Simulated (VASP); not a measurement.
Wanted: the native input for a VASP 6.6.1 run.

```yaml
Task: relaxation of cell and atoms
Functional: PBE
Potentials_or_basis: VASP PAW PBE potentials, release 64 (Te)
Cutoff: 600 eV
k_mesh: 9 × 9 × 6
Occupations: gaussian, width 0.01 eV
Spin: no spin polarisation
Dipole_correction: no
Further_INCAR_settings: ALGO = Normal; EDIFF = 1e-06; IBRION = 2; EDIFFG = -0.01; NSW = 100; ISIF = 3
```

The structure of Te lies in POSCAR:

```
Te
1.0
    4.4469268669      0.0000000000      0.0000000000
   -2.2234634334      3.8511516355      0.0000000000
    0.0000000000      0.0000000000      5.9149200000
Te
3
Direct
    0.2690000000      0.0000000000      0.1666666667
    0.0000000000      0.2690000000      0.8333333333
    0.7310000000      0.7310000000      0.5000000000
```

These files were run (other wordings do the same):

INCAR

```
PREC     = Accurate       # precision mode
ENCUT    = 600            # plane-wave cutoff, eV
EDIFF    = 1E-6           # SCF threshold, eV
ISMEAR   = 0              # smearing method
SIGMA    = 0.01           # smearing width, eV
LREAL    = False          # projectors in reciprocal space
LASPH    = True           # aspherical terms in the spheres
NELM     = 60             # most SCF steps
ALGO     = Normal         # electronic algorithm
ISIF     = 3              # what is computed and relaxed
LWAVE    = False          # write WAVECAR
LCHARG   = False          # write CHGCAR
GGA      = PE             # functional
IBRION   = 2              # ionic algorithm
NSW      = 100            # ionic steps
EDIFFG   = -0.01          # ionic threshold
```

KPOINTS

```
Automatic mesh
0
Gamma
  9 9 6
```

Potentials or basis: VASP PAW PBE potentials, release 64 (Te).

Command:

```bash
$ cat potpaw_PBE.64/Te/POTCAR > POTCAR
$ mpirun -np 1 vasp_std > vasp.out
```

Results of the run:

```json
{
  "Relaxed volume": "35.07 Å³/atom",
  "Relaxed cell": "a = 4.516 Å, b = 4.516 Å, c = 5.956 Å, α = 90.00°, β = 90.00°, γ = 120.00°",
  "Space group after relaxing (to 0.05 Å)": "P3_221 (No. 154)",
  "Energy gained by relaxing": "6.2 meV/atom",
  "Ionic steps": "8",
  "Pressure after relaxing": "0.0 GPa",
  "Largest force after relaxing": "0.007 eV/Å",
  "Band gap on the k mesh": "0.21 eV, direct"
}
```

Caveat: spin-orbit coupling is left out, which moves the levels of the heavy elements.

It took 6.8 min on 1 thread of Oxide Virtual Turin-like Processor, with other jobs on the host, peak memory 0.26 GiB.
